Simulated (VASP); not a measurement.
A run of VASP 6.6.1 is set up as follows.

Contents of INCAR:

```
  PREC = Accurate
  ENCUT = 500
  EDIFF = 1E-7
  ISMEAR = 0
  SIGMA = 0.1
  LREAL = False
  LASPH = True
  NELM = 120
  ALGO = Normal
  ISIF = 3
  LWAVE = False
  LCHARG = False
  GGA = PE
  IBRION = 2
  NSW = 90
  EDIFFG = -0.04
  GGA_COMPAT = False
  NELMIN = 4
```

File KPOINTS:

```
Automatic mesh
0
Gamma
  6 6 4
```

Contents of POSCAR:

```
Cd3Si
1.0
    4.6263087320      0.0000000000      0.0000000000
   -2.3131543660      4.0065008878      0.0000000000
    0.0000000000      0.0000000000      4.8825887897
Cd Si
3 1
Direct
    0.0000000000      0.0000000000      0.5000000000
    0.3333333333      0.6666666667      0.0000000000
    0.6666666667      0.3333333333      0.0000000000
    0.0000000000      0.0000000000      0.0000000000
```

Potentials or basis: VASP PAW PBE potentials, release 64 (Cd, Si).

Launch:

```bash
$ cat potpaw_PBE.64/Cd/POTCAR potpaw_PBE.64/Si/POTCAR > POTCAR
$ mpirun -np 1 vasp_std > vasp.out
```

**Question.** Predict the space group after relaxing (to 0.05 Å).

**Answer.** P6/mmm (No. 191).

**Question.** Estimate the relaxed cell.

**Answer.** a = 4.990 Å, b = 4.990 Å, c = 5.271 Å, α = 90.00°, β = 90.00°, γ = 120.00°.

**Question.** Estimate the relaxed volume.

**Answer.** 28.42 Å³/atom.

**Question.** Predict the band gap on the k mesh.

**Answer.** Zero (band 20 reaches 2.60 eV, above the bottom of band 21 at 0.95 eV).

Final structure:
```
Cd Si
1.0
     4.98989    0.00000    0.00000
    -2.49495    4.32137    0.00000
     0.00000    0.00000    5.27109
Cd Si
3 1
Cartesian
  0.0000 0.0000 2.6355
  0.0000 2.8809 0.0000
  2.4949 1.4405 0.0000
  0.0000 0.0000 0.0000
```

Caveat: the volume moved by over 15 % at a fixed basis, so the end points are rough.
